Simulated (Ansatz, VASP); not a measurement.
**PtS2: VASP beside Ansatz**

```
S Pt
1.0
     3.44700    0.00000    0.00000
    -1.72350    2.98519    0.00000
     0.00000    0.00000   30.82549
S Pt
2 1
Direct
  0.66667 0.33333 0.45762
  0.33333 0.66667 0.54238
  0.00000 0.00000 0.50000
```

Alike in both runs: task single point; functional PBE; dispersion D3(BJ); k mesh 9 × 9 × 1; occupations gaussian, width 0.02 eV; no spin polarisation.

|  | VASP | Ansatz |
| --- | --- | --- |
| version | VASP 6.6.1 | Ansatz 0.2.0 |
| potentials or method | VASP PAW PBE potentials, release 64 (S, Pt), cutoff 520 eV | scalar-relativistic, plane waves, PAW |
| valence electrons in the cell | 22 | 30 |

```tsv
	VASP	Ansatz	Ansatz less VASP
gap on the k mesh at the Fermi level (eV)	1.79	1.79	+0.006
least direct gap on the mesh (eV)	1.90	1.90	+0.001
rms of the force components (eV/Å)	0.082	0.062	-0.0202
```

VASP's potentials hold 22 valence electrons a cell and Ansatz's 30, so a difference there can come from the potentials and not from the codes.

Neither program's run includes spin-orbit coupling.
